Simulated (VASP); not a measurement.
Wanted: the native input for a VASP 6.6.1 run.

```
Task                   : electric field gradients
Functional             : LDA
Potentials or basis    : VASP PAW LDA potentials, release 64 (Te, Pb_d)
Cutoff                 : 520 eV
k mesh                 : 10 × 10 × 10
Occupations            : fermi-dirac, width 0.03 eV
Spin                   : no spin polarisation
Dipole correction      : no
Further INCAR settings : ALGO = Normal; EDIFF = 1e-08; NBANDS = 17
```

The structure of TePb lies in POSCAR:

```
TePb
1.0
    0.0000000000      3.2270000000      3.2270000000
    3.2270000000      0.0000000000      3.2270000000
    3.2270000000      3.2270000000      0.0000000000
Te Pb
1 1
Direct
    0.5000000000      0.5000000000      0.5000000000
    0.0000000000      0.0000000000      0.0000000000
```

These files were run (other wordings do the same):

INCAR

```
SYSTEM = TePb
PREC = Accurate
ENCUT = 520
EDIFF = 1E-8
ISMEAR = -1
SIGMA = 0.03
LREAL = .FALSE.
LASPH = .TRUE.
NELM = 100
ALGO = Normal
ISIF = 2
LWAVE = .FALSE.
LCHARG = .FALSE.
LEFG = .TRUE.
NBANDS = 17
```

KPOINTS

```
Automatic mesh
0
G
  10 10 10
  0 0 0
```

Potentials or basis: VASP PAW LDA potentials, release 64 (Te, Pb_d).

Launch:

```sh
$ cat potpaw_LDA.64/Te/POTCAR potpaw_LDA.64/Pb_d/POTCAR > POTCAR
$ mpirun -np 1 vasp_std > vasp.out
```

It gave:

```
Pressure                                : -1.5 GPa
Band gap on the k mesh                  : 0.63 eV
Largest electric field gradient by atom : zero within the noise of the run
```

Caveat: spin-orbit coupling is left out, which moves the levels of the heavy elements.

It took 23 s on 1 thread of Intel(R) Xeon(R) 6975P-C (Granite Rapids), on a shared host, peak memory 0.2 GiB.
